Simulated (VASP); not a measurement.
**BaZrO3: single point with PBE**

BaZrO3:

```
Ba Zr O
1.0
     4.22839    0.00000    0.00000
     0.00000    4.22839    0.00000
     0.00000    0.00000    4.22839
Ba Zr O
1 1 3
Direct
  0.00000 0.00000 0.00000
  0.50000 0.50000 0.50000
  0.00000 0.50000 0.50000
  0.50000 0.50000 0.00000
  0.50000 0.00000 0.50000
```

```yaml
Program: VASP 6.6.1
Task: single point
Functional: PBE
Potentials_or_basis: VASP PAW PBE potentials, release 64 (Ba_sv, Zr_sv, O)
Cutoff: 520 eV
k_mesh: 8 × 8 × 8
Occupations: gaussian, width 0.05 eV
Spin: no spin polarisation
```

The pressure is 0.8 GPa. The band gap on the k mesh is 3.13 eV (least direct gap 3.38 eV).

Levels at points of the mesh, in eV from the valence-band top:
```csv
k point,band 17,band 18,band 19,band 20,band 21,band 22,band 23,band 24
"(0.00, 0.00, 0.00)",-0.95,-0.25,-0.25,-0.25,3.13,3.13,3.13,4.62
"(0.50, 0.00, 0.00)",-1.69,-1.61,-0.49,-0.49,3.55,5.54,5.54,6.33
"(0.50, 0.50, 0.00)",-0.93,-0.93,-0.85,-0.07,5.51,5.51,6.30,6.34
"(0.50, 0.50, 0.50)",-2.52,0.00,0.00,0.00,5.88,5.88,5.88,6.77
```

It took 62 s on 1 thread of AMD EPYC 7R13 Processor (Zen 3), on a shared host, peak memory 0.19 GiB.

Caveat: spin-orbit coupling is left out, which moves the levels of the heavy elements. A k mesh can miss the band edges.
